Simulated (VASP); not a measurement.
# Ni (Fm-3m) in VASP: single point with PBE

Aim: the single point of Ni with PBE.

Everything below comes from runs of VASP 6.6.1. Logs are shortened: lines on timing, memory, paths and dates and some standing lists are left out, and cuts for length are marked.

## (1) The cell of the first run

The structure is cubic, space group Fm-3m (No. 225). The conventional cell has a = 3.519 Å, b = 3.519 Å, c = 3.519 Å, α = 90.00°, β = 90.00°, γ = 90.00°. Within 3.3 Å of Ni (site symmetry m-3m) lie 12 Ni at 2.49 Å.

## (2) Single point, PBE, collinear spin, ferromagnetic start

Input file INCAR:

```
SYSTEM = Ni
PREC     = Accurate       ! precision mode
ENCUT    = 520            ! plane-wave cutoff, eV
EDIFF    = 1E-6           ! SCF threshold, eV
ISMEAR   = -1             ! smearing method
SIGMA    = 0.05           ! smearing width, eV
LREAL    = .False.        ! projectors in reciprocal space
LASPH    = .True.         ! aspherical terms in the spheres
NELM     = 150            ! most SCF steps
ALGO     = Normal         ! electronic algorithm
ISIF     = 2              ! what is computed and relaxed
LWAVE    = .False.        ! write WAVECAR
LCHARG   = .False.        ! write CHGCAR
ISPIN    = 2              ! spin polarisation
MAGMOM   = 1              ! initial moments
LORBIT   = 11             ! projections on sites
LMAXMIX  = 4              ! l up to which the mixer works
GGA      = PE             ! functional
NBANDS   = 15             ! bands
```

Input file KPOINTS:

```
Automatic mesh
0
Gamma
  21 21 21
  0 0 0
```

Input file POSCAR:

```
Ni
1.0
    0.0000000000      1.7593077821      1.7593077821
    1.7593077821      0.0000000000      1.7593077821
    1.7593077821      1.7593077821      0.0000000000
Ni
1
Direct
    0.0000000000      0.0000000000      0.0000000000
```

Potentials or basis: VASP PAW PBE potentials, release 64 (Ni).

Launch:

```console
$ cat potpaw_PBE.64/Ni/POTCAR > POTCAR
$ mpirun -np 1 vasp_std > vasp.out
```

OUTCAR:

```text
SYSTEM = Ni
   PREC = Accurate
   ENCUT = 520
   EDIFF = 1E-6
   ISMEAR = -1
   LREAL = .False.
   LASPH = .True.
   NELM = 150
   ISIF = 2
   ISPIN = 2
   LORBIT = 11
   GGA = PE

 ion  position               nearest neighbor table
   1  0.000  0.000  0.000-

  LATTYP: Found a face centered cubic cell.
 ALAT       =     3.5186155642

  Lattice vectors:

 A1 = (   0.0000000000,   1.7593077821,   1.7593077821)
 A2 = (   1.7593077821,   0.0000000000,   1.7593077821)
 A3 = (   1.7593077821,   1.7593077821,   0.0000000000)

Analysis of symmetry for initial positions (statically):
=====================================================================
 Subroutine PRICEL returns:
 Original cell was already a primitive cell.

 Routine SETGRP: Setting up the symmetry group for a
 face centered cubic supercell.

 Subroutine GETGRP returns: Found 48 space group operations
 (whereof 48 operations were pure point group operations)
 out of a pool of 48 trial point group operations.

The static configuration has the point symmetry O_h .

Analysis of symmetry for dynamics (positions and initial velocities):
=====================================================================
 Subroutine PRICEL returns:
 Original cell was already a primitive cell.

 Routine SETGRP: Setting up the symmetry group for a
 face centered cubic supercell.

 Subroutine GETGRP returns: Found 48 space group operations
 (whereof 48 operations were pure point group operations)
 out of a pool of 48 trial point group operations.

The dynamic configuration has the point symmetry O_h .

Analysis of structural, dynamic, and magnetic symmetry:
=====================================================================
 Subroutine PRICEL returns:
 Original cell was already a primitive cell.

 Routine SETGRP: Setting up the symmetry group for a
 face centered cubic supercell.

 Subroutine GETGRP returns: Found 48 space group operations
 (whereof 48 operations were pure point group operations)
 out of a pool of 48 trial point group operations.

The overall configuration has the point symmetry O_h .

 Subroutine INISYM returns: Found 48 space group operations
 (whereof 48 operations are pure point group operations),
 and found     1 'primitive' translations

----------------------------------------------------------------------------------------

                                     Primitive cell

  volume of cell :      10.8907

  direct lattice vectors                    reciprocal lattice vectors
     0.000000000  1.759307782  1.759307782    -0.284202688  0.284202688  0.284202688
     1.759307782  0.000000000  1.759307782     0.284202688 -0.284202688  0.284202688
     1.759307782  1.759307782  0.000000000     0.284202688  0.284202688 -0.284202688

  length of vectors
     2.488036926  2.488036926  2.488036926     0.492253495  0.492253495  0.492253495

  position of ions in fractional coordinates (direct lattice)
     0.000000000  0.000000000  0.000000000

  ion indices of the primitive-cell ions
   primitive index   ion index
                 1           1

----------------------------------------------------------------------------------------

 KPOINTS: Automatic mesh

Automatic generation of k-mesh.
 Grid dimensions read from file:
 generate k-points for:   21   21   21

 Generating k-lattice:

  Cartesian coordinates                     Fractional coordinates (reciprocal lattice)
    -0.013533461  0.013533461  0.013533461     0.047619048  0.000000000  0.000000000
     0.013533461 -0.013533461  0.013533461     0.000000000  0.047619048  0.000000000
     0.013533461  0.013533461 -0.013533461     0.000000000  0.000000000  0.047619048

  Length of vectors
     0.023440643  0.023440643  0.023440643

  Shift w.r.t. Gamma in fractional coordinates (k-lattice)
     0.000000000  0.000000000  0.000000000

 Subroutine IBZKPT returns following result:
 ===========================================

 Found    286 irreducible k-points:

 Following reciprocal coordinates:
            Coordinates               Weight
  0.000000  0.000000  0.000000      1.000000
  0.047619  0.000000  0.000000      8.000000
  0.095238  0.000000  0.000000      8.000000
  0.142857  0.000000  0.000000      8.000000
  0.190476  0.000000  0.000000      8.000000
  0.238095  0.000000  0.000000      8.000000
[... 16 lines left out ...]
 -0.428571  0.047619  0.000000     24.000000
 -0.380952  0.047619  0.000000     24.000000
 [... further k-points ...]
   k-points           NKPTS =    286   k-points in BZ     NKDIM =    286   number of bands    NBANDS=     15
   number of dos      NEDOS =    301   number of ions     NIONS =      1
   total plane-waves  NPLWV =   8000
   dimension x,y,z NGX =    20 NGY =   20 NGZ =   20
   dimension x,y,z NGXF=    40 NGYF=   40 NGZF=   40
   ions per type =               1
   NGX,Y,Z   is equivalent  to a cutoff of  13.36, 13.36, 13.36 a.u.
   NGXF,Y,Z  is equivalent  to a cutoff of  26.73, 26.73, 26.73 a.u.
 SYSTEM =  Ni
   PREC   = accura    normal or accurate (medium, high low for compatibility)
   ISTART =      0    job   : 0-new  1-cont  2-samecut
   ICHARG =      2    charge: 1-file 2-atom 10-const
   ISPIN  =      2    spin polarized calculation?
   LNONCOLLINEAR =      F non collinear calculations
   LSORBIT =      F    spin-orbit coupling
   LASPH  =      T    aspherical Exc in radial PAW
   ENCUT  =  520.0 eV  38.22 Ry    6.18 a.u.   4.63  4.63  4.63*2*pi/ulx,y,z
   NELM   =    150;   NELMIN=  2; NELMDL= -5     # of ELM steps
   EDIFF  = 0.1E-05   stopping-criterion for ELM
   LREAL  =      F    real-space projection
   EDIFFG = 0.1E-04   stopping-criterion for IOM
   NSW    =      0    number of steps for IOM
   IBRION =     -1    ionic relax: 0-MD 1-quasi-New 2-CG
   NFREE  =      0    steps in history (QN), initial steepest desc. (CG)
   ISIF   =      2    stress and relaxation
   ISYM   =      2    0-nonsym 1-usesym 2-fastsym
   POTIM  = 0.5000    time-step for ionic-motion
   TEBEG  =    0.0;   TEEND  =   0.0 temperature during run
   PSTRESS=    0.0 pullay stress
   NELECT =      10.0000    total number of electrons
   NUPDOWN=      -1.0000    fix difference up-down
   EMIN   =  10.00;   EMAX   =-10.00  energy-range for DOS
   EFERMI =   0.00;   METHOD = LEGACY
   ISMEAR =    -1;   SIGMA  =   0.05  broadening in eV -4-tet -1-fermi 0-gaus
   EFERMI_NEDOS =   21; number of points for ismear=-14 and -15
   IALGO  =     38    algorithm
   IMIX   =      4    mixing-type and parameters
     AMIX     =   0.40;   BMIX     =  1.00
     AMIX_MAG =   1.60;   BMIX_MAG =  1.00
  volume/ion in A,a.u.               =      10.89        73.49
  Fermi-wavevector in a.u.,A,eV,Ry     =   1.591194  3.006920 34.448549  2.531897
  Thomas-Fermi vector in A             =   2.689772
   LORBIT       =     11    0 simple, 1 ext, 2 COOP (PROOUT), +10 PAW based schemes
   GGA     = PE    functional components
   LHFCALC =     F    Hartree Fock is set to
   AEXX    =    0.0000 exact exchange contribution
   IVDW    =     0    specifies the selected vdW correction
   LEPSILON=     F    determine dielectric tensor
   LRPA    =     F    only Hartree local field effects (RPA)
 spin polarized calculation
  energy-cutoff  :      520.00
  volume of cell :       10.89
 maximum number of plane-waves:       304
   NGX =  9   NGY =  9   NGZ =  9

 number of electron      10.0000009 magnetization       0.6108921

 Free energy of the ion-electron system (eV)
  ---------------------------------------------------
  ext. energy  EPLUGINS =         0.00000000
  ---------------------------------------------------
  free energy    TOTEN  =        -5.47725939 eV

  energy without entropy =       -5.46268292  energy(sigma->0) =       -5.46997115

 E-fermi :   9.3621     XC(G=0): -13.2494

 val. band max:        9.3613923418   @ k =  -0.3333   0.2857   0.0952
 cond. band min:       9.3639810034   @ k =   0.4286   0.2857   0.0476
 fundamental gap:      0.0025886616
 Fermi energy:         9.3621123579

 spin component 1

 k-point     1 :       0.0000    0.0000    0.0000
  band No.  band energies     occupation
      1       0.3597      1.00000
      2       6.9412      1.00000
      3       6.9412      1.00000
      4       6.9412      1.00000
      5       8.1173      1.00000
      6       8.1173      1.00000
      7      33.0773      0.00000
      8      36.9315      0.00000
      9      36.9315      0.00000
     10      36.9315      0.00000
     11      39.8680      0.00000
     12      39.8680      0.00000
     13      39.8680      0.00000
     14      42.8315      0.00000
     15      49.1226      0.00000
[... 397 lines left out ...]
 k-point    24 :      -0.3810    0.0476    0.0000
  band No.  band energies     occupation
      1       4.3816      1.00000
      2       6.9938      1.00000
      3       7.0458      1.00000
      4       7.5842      1.00000
      5       8.5544      1.00000
      6       8.9424      0.99977
      7      17.3239      0.00000
      8      31.0697      0.00000
      9      33.2198      0.00000
     10      34.7717      0.00000
     11      37.1616      0.00000
     12      38.7442      0.00000
     13      43.3660      0.00000
     14      51.3578      0.00000
     15      52.5798      0.00000

 [... further k-points ...]

 spin component 2

 k-point     1 :       0.0000    0.0000    0.0000
  band No.  band energies     occupation
      1       0.3235      1.00000
      2       7.6786      1.00000
      3       7.6786      1.00000
      4       7.6786      1.00000
      5       8.6864      1.00000
      6       8.6864      1.00000
      7      32.9153      0.00000
      8      36.9110      0.00000
      9      36.9110      0.00000
     10      36.9110      0.00000
     11      39.9651      0.00000
     12      39.9651      0.00000
     13      39.9651      0.00000
     14      42.7103      0.00000
     15      49.3146      0.00000
[... 397 lines left out ...]
 k-point    24 :      -0.3810    0.0476    0.0000
  band No.  band energies     occupation
      1       4.6748      1.00000
      2       7.5913      1.00000
      3       7.6546      1.00000
      4       7.8744      1.00000
      5       9.2771      0.84556
      6       9.5915      0.01008
      7      17.5998      0.00000
      8      31.0137      0.00000
      9      33.2356      0.00000
     10      34.8632      0.00000
     11      37.1951      0.00000
     12      38.7659      0.00000
     13      43.4462      0.00000
     14      51.4246      0.00000
     15      52.8467      0.00000

 [... further k-points ...]
[... 5 lines left out ...]
  --------------------------------------------------------------------------------------
  -------------------------------------------------------------------------------------
  Total       -0.0121187     -0.0121187     -0.0121187      0.0000000      0.0000000     -0.0000000
  in kB       -1.7828388     -1.7828388     -1.7828388      0.0000000      0.0000000     -0.0000000
  external PRESSURE =      -1.7828388 kB  Pullay stress =       0.0000000 kB

 VOLUME and BASIS-vectors are now :
 -----------------------------------------------------------------------------
  energy-cutoff  :      520.00
  volume of cell :       10.89
      direct lattice vectors                 reciprocal lattice vectors
     0.000000000  1.759307782  1.759307782    -0.284202688  0.284202688  0.284202688
     1.759307782  0.000000000  1.759307782     0.284202688 -0.284202688  0.284202688
     1.759307782  1.759307782  0.000000000     0.284202688  0.284202688 -0.284202688

 POSITION                                       TOTAL-FORCE (eV/Angst)
 -----------------------------------------------------------------------------------
      0.00000      0.00000      0.00000         0.000000      0.000000      0.000000
 -----------------------------------------------------------------------------------
    total drift:                               -0.000000     -0.000000     -0.000000

  FREE ENERGIE OF THE ION-ELECTRON SYSTEM (eV)
  ---------------------------------------------------
  free  energy   TOTEN  =        -5.4772593918 eV

  energy  without entropy=       -5.4626829166  energy(sigma->0) =       -5.46997115

 total charge

# of ion       s       p       d       tot
------------------------------------------
    1        0.497   0.496   8.315   9.308

 magnetization (x)

# of ion       s       p       d       tot
------------------------------------------
    1       -0.007  -0.025   0.654   0.623
```

It took 1.7 min on 1 thread of AMD EPYC 7R43 (Zen 3), shared host; peak memory 0.15 GiB.

Results:

| Property | Result |
| --- | --- |
| Free energy | -5.4773 eV |
| Pressure | -0.2 GPa |
| Net moment | 0.61 μB per cell |
| Site moments | Ni +0.62 μB |
| Valence electrons inside the program's atomic spheres | Ni 9.31 |
